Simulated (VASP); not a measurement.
# RbBr in VASP: further runs

The runs below take RbBr through single point, with PBE, r2SCAN.

Program: VASP 6.6.1. These are calculated values, not measurements. Logs are shortened: lines on timing, memory, paths and dates and some standing lists are left out, and cuts for length are marked.

## (1) The cell of the first run

Symmetry: R-3m, No. 166, trigonal system. The conventional cell has a = 4.818 Å, b = 4.818 Å, c = 12.220 Å, α = 90.00°, β = 90.00°, γ = 120.00°. Rb (site symmetry -3m) has 6 Br at 3.45 Å within 4.5 Å. Within 4.5 Å of Br (site symmetry -3m) lie 6 Rb at 3.45 Å.

## (2) Single point, PBE (epitaxial 111 strain -1.6%)

Input file INCAR:

```
SYSTEM = RbBr
PREC     = Accurate       ! precision mode
ENCUT    = 520            ! plane-wave cutoff, eV
EDIFF    = 1E-6           ! SCF threshold, eV
ISMEAR   = -1             ! smearing method
SIGMA    = 0.02           ! smearing width, eV
LREAL    = .FALSE.        ! projectors in reciprocal space
LASPH    = .TRUE.         ! aspherical terms in the spheres
NELM     = 60             ! most SCF steps
ALGO     = Normal         ! electronic algorithm
ISIF     = 2              ! what is computed and relaxed
LWAVE    = .FALSE.        ! write WAVECAR
LCHARG   = .TRUE.         ! write CHGCAR
GGA      = PE             ! functional
LELF     = .TRUE.         ! ELF
LVHAR    = .TRUE.       
NBANDS   = 15             ! bands
```

Input file KPOINTS:

```
Automatic mesh
0
G
  6 6 6
  0 0 0
```

Input file POSCAR:

```
RbBr
1.0
    0.0805925043      3.4874294724      3.4874294724
    3.4874294724      0.0805925043      3.4874294724
    3.4874294724      3.4874294724      0.0805925043
Rb Br
1 1
Direct
    0.0000000000      0.0000000000      0.0000000000
    0.5000000000      0.5000000000      0.5000000000
```

Potentials or basis: VASP PAW PBE potentials, release 64 (Rb_sv, Br).

On the command line:

```console
cat potpaw_PBE.64/Rb_sv/POTCAR potpaw_PBE.64/Br/POTCAR > POTCAR
mpirun -np 1 vasp_std > vasp.out
```

OUTCAR:

```text
SYSTEM = RbBr
   PREC = Accurate
   ENCUT = 520
   EDIFF = 1E-6
   ISMEAR = -1
   LREAL = .FALSE.
   LASPH = .TRUE.
   NELM = 60
   ISIF = 2
   GGA = PE

 ion  position               nearest neighbor table
   1  0.000  0.000  0.000-   2 3.45   2 3.45   2 3.45   2 3.45   2 3.45   2 3.45
   2  0.500  0.500  0.500-   1 3.45   1 3.45   1 3.45   1 3.45   1 3.45   1 3.45

  LATTYP: Found a trigonal (rhomboedric) cell.
 ALAT       =     4.9326284881
 COS(alpha) =     0.5229697843

  Lattice vectors:

 A1 = (   0.0805925043,   3.4874294724,   3.4874294724)
 A2 = (   3.4874294724,   0.0805925043,   3.4874294724)
 A3 = (   3.4874294724,   3.4874294724,   0.0805925043)

Analysis of symmetry for initial positions (statically):
=====================================================================
 Subroutine PRICEL returns:
 Original cell was already a primitive cell.

 Routine SETGRP: Setting up the symmetry group for a
 trigonal (rhombohedral) supercell.

 Subroutine GETGRP returns: Found 12 space group operations
 (whereof 12 operations were pure point group operations)
 out of a pool of 12 trial point group operations.

The static configuration has the point symmetry D_3d.

Analysis of symmetry for dynamics (positions and initial velocities):
=====================================================================
 Subroutine PRICEL returns:
 Original cell was already a primitive cell.

 Routine SETGRP: Setting up the symmetry group for a
 trigonal (rhombohedral) supercell.

 Subroutine GETGRP returns: Found 12 space group operations
 (whereof 12 operations were pure point group operations)
 out of a pool of 12 trial point group operations.

The dynamic configuration has the point symmetry D_3d.

 Subroutine INISYM returns: Found 12 space group operations
 (whereof 12 operations are pure point group operations),
 and found     1 'primitive' translations

----------------------------------------------------------------------------------------

                                     Primitive cell

  volume of cell :      81.8894

  direct lattice vectors                    reciprocal lattice vectors
     0.080592504  3.487429472  3.487429472    -0.148440142  0.145087259  0.145087259
     3.487429472  0.080592504  3.487429472     0.145087259 -0.148440142  0.145087259
     3.487429472  3.487429472  0.080592504     0.145087259  0.145087259 -0.148440142

  length of vectors
[... 91 lines left out ...]
   TEBEG  =    0.0;   TEEND  =   0.0 temperature during run
   PSTRESS=    0.0 pullay stress
   NELECT =      16.0000    total number of electrons
   NUPDOWN=      -1.0000    fix difference up-down
   EMIN   =  10.00;   EMAX   =-10.00  energy-range for DOS
   EFERMI =   0.00;   METHOD = LEGACY
   ISMEAR =    -1;   SIGMA  =   0.02  broadening in eV -4-tet -1-fermi 0-gaus
   EFERMI_NEDOS =   21; number of points for ismear=-14 and -15
   IALGO  =     38    algorithm
   IMIX   =      4    mixing-type and parameters
     AMIX     =   0.40;   BMIX     =  1.00
     AMIX_MAG =   1.60;   BMIX_MAG =  1.00
  volume/ion in A,a.u.               =      40.94       276.31
  Fermi-wavevector in a.u.,A,eV,Ry     =   0.949961  1.795165 12.278243  0.902425
  Thomas-Fermi vector in A             =   2.078293
   LORBIT       =      0    0 simple, 1 ext, 2 COOP (PROOUT), +10 PAW based schemes
   GGA     = PE    functional components
   LHFCALC =     F    Hartree Fock is set to
   AEXX    =    0.0000 exact exchange contribution
   IVDW    =     0    specifies the selected vdW correction
   LEPSILON=     F    determine dielectric tensor
   LRPA    =     F    only Hartree local field effects (RPA)
 non-spin polarized calculation
  energy-cutoff  :      520.00
  volume of cell :       81.89
 maximum number of plane-waves:      2217
 NGX is ok and might be reduce to    40
   NGX = 19   NGY = 19   NGZ = 19

 number of electron      16.0000001 magnetization

 Free energy of the ion-electron system (eV)
  ---------------------------------------------------
  ext. energy  EPLUGINS =         0.00000000
  ---------------------------------------------------
  free energy    TOTEN  =        -6.10344270 eV

  energy without entropy =       -6.10344270  energy(sigma->0) =       -6.10344270

 E-fermi :  -1.3637     XC(G=0):  -7.1665

 val. band max:       -1.7939460930   @ k =   0.0000   0.0000   0.0000
 cond. band min:       2.4997383379   @ k =   0.0000   0.0000   0.0000
 fundamental gap:      4.2936844309
 Fermi energy:        -1.3636940314

 k-point     1 :       0.0000    0.0000    0.0000
  band No.  band energies     occupation
      1     -26.2703      2.00000
      2     -13.9781      2.00000
      3     -10.3453      2.00000
      4     -10.3451      2.00000
      5     -10.3451      2.00000
      6      -1.8511      2.00000
      7      -1.7939      2.00000
      8      -1.7939      2.00000
      9       2.4997      0.00000
     10       5.2904      0.00000
     11       5.5465      0.00000
     12       5.5465      0.00000
     13       6.3413      0.00000
     14       6.3413      0.00000
[... 401 lines left out ...]
      2     -13.9454      2.00000
      3     -10.4919      2.00000
      4     -10.4366      2.00000
      5     -10.3496      2.00000
      6      -2.2290      2.00000
      7      -2.2157      2.00000
      8      -2.0724      2.00000
      9       4.4944      0.00000
     10       5.9748      0.00000
     11       6.1258      0.00000
     12       7.0489      0.00000
     13       8.1059      0.00000
     14       8.9850      0.00000
     15       9.4375      0.00000

 [... further k-points ...]

------------------------ aborting loop because EDIFF is reached ----------------------------------------

  FORCE on cell =-STRESS in cart. coord.  units (eV):
  Direction    XX          YY          ZZ          XY          YZ          ZX
  --------------------------------------------------------------------------------------
  -------------------------------------------------------------------------------------
  Total        0.3780325      0.3780325      0.3780325     -0.0490870     -0.0490870     -0.0490870
  in kB        7.3962610      7.3962610      7.3962610     -0.9603952     -0.9603952     -0.9603952
  external PRESSURE =       7.3962610 kB  Pullay stress =       0.0000000 kB

 VOLUME and BASIS-vectors are now :
 -----------------------------------------------------------------------------
  energy-cutoff  :      520.00
  volume of cell :       81.89
      direct lattice vectors                 reciprocal lattice vectors
     0.080592504  3.487429472  3.487429472    -0.148440142  0.145087259  0.145087259
     3.487429472  0.080592504  3.487429472     0.145087259 -0.148440142  0.145087259
     3.487429472  3.487429472  0.080592504     0.145087259  0.145087259 -0.148440142

 POSITION                                       TOTAL-FORCE (eV/Angst)
 -----------------------------------------------------------------------------------
      0.00000      0.00000      0.00000         0.000000     -0.000000     -0.000000
      3.52773      3.52773      3.52773        -0.000000      0.000000      0.000000
 -----------------------------------------------------------------------------------
    total drift:                                0.000000     -0.000000     -0.000000

  FREE ENERGIE OF THE ION-ELECTRON SYSTEM (eV)
  ---------------------------------------------------
  free  energy   TOTEN  =        -6.1034426961 eV

  energy  without entropy=       -6.1034426961  energy(sigma->0) =       -6.10344270
```

Wall time 42 s (1 thread of Oxide Virtual Turin-like, shared host); peak memory 0.21 GiB.

What came out:

| Property | Result |
| --- | --- |
| Free energy | -6.1034 eV |
| Pressure | 0.7 GPa |
| Band gap on the k mesh | 4.29 eV |

Caveat: the cell differs from its parent crystal (epitaxial 111 strain -1.6%).

## (3) Single point, PBE (strain along [111] -0.7%)

Input file INCAR:

```
SYSTEM = RbBr
ALGO = Normal
EDIFF = 1E-6
ENCUT = 520
GGA = PE
ISIF = 2
ISMEAR = -1
LASPH = .True.
LCHARG = .False.
LREAL = .False.
LWAVE = .False.
NBANDS = 15
NELM = 60
PREC = Accurate
SIGMA = 0.02
```

Input file KPOINTS:

```
k-points
0
Gamma
  6 6 6
  0 0 0
```

Input file POSCAR:

```
RbBr
1.0
   -0.0163812424      3.4444446090      3.4444446090
    3.4444446090     -0.0163812424      3.4444446090
    3.4444446090      3.4444446090     -0.0163812424
Rb Br
1 1
Direct
    0.0000000000      0.0000000000      0.0000000000
    0.5000000000      0.5000000000      0.5000000000
```

Potentials or basis: VASP PAW PBE potentials, release 64 (Rb_sv, Br).

On the command line:

```console
cat potpaw_PBE.64/Rb_sv/POTCAR potpaw_PBE.64/Br/POTCAR > POTCAR
mpirun -np 1 vasp_std > vasp.out
```

Wall time 34 s (1 thread of Oxide Virtual Turin-like, shared host); peak memory 0.18 GiB.

It converged, with:

```yaml
Free_energy: -6.1069 eV
Pressure: 0.7 GPa
Band_gap_on_the_k_mesh: 4.30 eV
```

Levels at points of the mesh, in eV from the valence-band top:
| k point | band 5 | band 6 | band 7 | band 8 | band 9 | band 10 | band 11 | band 12 |
| --- | --- | --- | --- | --- | --- | --- | --- | --- |
| (0.00, 0.00, 0.00) | -8.54 | -0.01 | -0.01 | 0.00 | 4.30 | 7.25 | 7.25 | 7.30 |
| (0.50, 0.00, 0.00) | -8.50 | -0.96 | -0.35 | -0.33 | 6.75 | 7.62 | 9.38 | 9.43 |
| (0.50, 0.50, 0.00) | -8.61 | -0.48 | -0.17 | -0.16 | 5.62 | 7.04 | 9.08 | 9.15 |
| (0.50, 0.50, 0.50) | -8.51 | -0.96 | -0.35 | -0.35 | 6.75 | 7.65 | 9.43 | 9.43 |

Caveat: the cell differs from its parent crystal (strain along [111] -0.7%).

## (4) Single point, PBE (shear xy strain +2.3%)

Input file INCAR:

```
SYSTEM = RbBr
  PREC = Accurate
  ENCUT = 520
  EDIFF = 1E-6
  ISMEAR = -1
  SIGMA = 0.02
  LREAL = .FALSE.
  LASPH = .TRUE.
  NELM = 80
  ALGO = Normal
  ISIF = 2
  LWAVE = .FALSE.
  LCHARG = .TRUE.
  GGA = PE
  LELF = .TRUE.
  LVHAR = .TRUE.
  NBANDS = 15
```

Input file KPOINTS:

```
Automatic mesh
0
G
  6 6 6
  0 0 0
```

Input file POSCAR:

```
RbBr
1.0
    0.0391073321      3.4608258513      3.4608258513
    3.4608258513      0.0391073321      3.4608258513
    3.4999331835      3.4999331835      0.0000000001
Rb Br
1 1
Direct
    0.0000000000      0.0000000000      0.0000000000
    0.5000000000      0.5000000000      0.5000000000
```

On the command line:

```console
cat potpaw_PBE.64/Rb_sv/POTCAR potpaw_PBE.64/Br/POTCAR > POTCAR
mpirun -np 1 vasp_std > vasp.out
```

Wall time 41 s (1 thread of Oxide Virtual Turin-like, shared host); peak memory 0.2 GiB.

The run converged. Its results:

| Item | Value |
| --- | --- |
| Free energy | -6.1087 eV |
| Pressure | 0.6 GPa |
| Band gap on the k mesh | 4.27 eV |

Stress tensor (GPa, compression positive):
```
 0.56 -0.09  0.00
-0.09  0.56  0.00
 0.00  0.00  0.56
```

Levels at points of the mesh, in eV from the valence-band top:
```csv
k point,band 5,band 6,band 7,band 8,band 9,band 10,band 11,band 12
"(0.00, 0.00, 0.00)",-8.57,-0.04,-0.02,0.00,4.27,7.17,7.25,7.34
"(0.50, 0.00, 0.00)",-8.54,-0.96,-0.38,-0.35,6.72,7.62,9.34,9.47
"(0.50, 0.50, 0.00)",-8.63,-0.48,-0.20,-0.15,5.62,7.00,9.03,9.13
"(0.00, 0.00, 0.50)",-8.52,-0.96,-0.35,-0.32,6.71,7.56,9.29,9.42
"(0.50, 0.00, 0.50)",-8.63,-0.49,-0.18,-0.18,5.62,7.00,9.03,9.12
```

Caveat: the cell differs from its parent crystal (shear xy strain +2.3%).

## (5) Single point, r2SCAN (epitaxial 111 strain -1.6%)

Input file POSCAR:

```
RbBr
1.0
    0.0805925043      3.4874294724      3.4874294724
    3.4874294724      0.0805925043      3.4874294724
    3.4874294724      3.4874294724      0.0805925043
Rb Br
1 1
Direct
    0.0000000000      0.0000000000      0.0000000000
    0.5000000000      0.5000000000      0.5000000000
```

Input file INCAR.step1:

```
SYSTEM = RbBr
PREC     = Accurate       ! precision mode
ENCUT    = 520            ! plane-wave cutoff, eV
ISMEAR   = 0              ! smearing method
SIGMA    = 0.01           ! smearing width, eV
LREAL    = .FALSE.        ! projectors in reciprocal space
LASPH    = .TRUE.         ! aspherical terms in the spheres
NELM     = 80             ! most SCF steps
NBANDS   = 15             ! bands
GGA      = PE             ! functional
ALGO     = Normal         ! electronic algorithm
EDIFF    = 1E-4           ! SCF threshold, eV
LWAVE    = .TRUE.         ! write WAVECAR
LCHARG   = .FALSE.        ! write CHGCAR
```

Input file INCAR.step2:

```
SYSTEM = RbBr
PREC     = Accurate       ! precision mode
ENCUT    = 520            ! plane-wave cutoff, eV
EDIFF    = 1E-6           ! SCF threshold, eV
ISMEAR   = 0              ! smearing method
SIGMA    = 0.01           ! smearing width, eV
LREAL    = .FALSE.        ! projectors in reciprocal space
LASPH    = .TRUE.         ! aspherical terms in the spheres
NELM     = 80             ! most SCF steps
ALGO     = Normal         ! electronic algorithm
ISIF     = 2              ! what is computed and relaxed
LWAVE    = .FALSE.        ! write WAVECAR
LCHARG   = .TRUE.         ! write CHGCAR
METAGGA  = R2SCAN         ! meta-GGA
LMIXTAU  = .TRUE.       
LELF     = .TRUE.         ! ELF
LVHAR    = .TRUE.       
NBANDS   = 15             ! bands
ISTART   = 1
```

KPOINTS is that of step 4.

On the command line:

```console
cat potpaw_PBE.64/Rb_sv/POTCAR potpaw_PBE.64/Br/POTCAR > POTCAR
cp INCAR.step1 INCAR
mpirun -np 1 vasp_std > vasp.out
cp INCAR.step2 INCAR
mpirun -np 1 vasp_std > vasp.out
```

Wall time 2.4 min (1 thread of Oxide Virtual Turin-like, shared host); peak memory 0.24 GiB.

The run converged. Its results:

- Free energy: -31.1531 eV
- Pressure: 0.2 GPa
- Band gap on the k mesh: 4.90 eV

Stress tensor (GPa, compression positive):
```
 0.22 -0.10 -0.10
-0.10  0.22 -0.10
-0.10 -0.10  0.22
```

Levels at points of the mesh, in eV from the valence-band top:
| k point | band 6 | band 7 | band 8 | band 9 | band 10 | band 11 |
| --- | --- | --- | --- | --- | --- | --- |
| (0.00, 0.00, 0.00) | -0.06 | 0.00 | 0.00 | 4.90 | 7.68 | 7.95 |
| (0.50, 0.00, 0.00) | -0.96 | -0.40 | -0.34 | 7.23 | 8.22 | 10.05 |
| (0.50, 0.50, 0.00) | -0.50 | -0.20 | -0.16 | 6.06 | 7.86 | 9.61 |
| (0.50, 0.50, 0.50) | -0.97 | -0.30 | -0.30 | 7.22 | 8.08 | 10.07 |

Caveat: the cell differs from its parent crystal (epitaxial 111 strain -1.6%); the PAW data sets were made with another functional, which shifts forces and pressure a little.

## (6) Overview

| level | cell | smearing | gap on the mesh (eV) | pressure (GPa) |
| --- | --- | --- | --- | --- |
| PBE | a = 4.933 Å, angles 58.5°, 2 atoms | fermi-dirac 0.02 eV | 4.29 | 0.7 |
| PBE | a = 4.871 Å, angles 60.3°, 2 atoms | fermi-dirac 0.02 eV | 4.30 | 0.7 |
| PBE | a = 4.895, b = 4.895, c = 4.950 Å, angles 59.6, 59.6, 59.3°, 2 atoms | fermi-dirac 0.02 eV | 4.27 | 0.6 |
| r2SCAN | a = 4.933 Å, angles 58.5°, 2 atoms | gaussian 0.01 eV | 4.90 | 0.2 |

Alike in all rows: task single point; potentials or basis VASP PAW PBE potentials, release 64 (Rb_sv, Br); no spin polarisation; k mesh 6 × 6 × 6; cutoff (eV) 520.

Caveats: the PAW data sets were made with another functional, which shifts forces and pressure a little (at least some runs).

Total energies depend on the potentials used, so only differences within one code and one set of settings carry meaning.
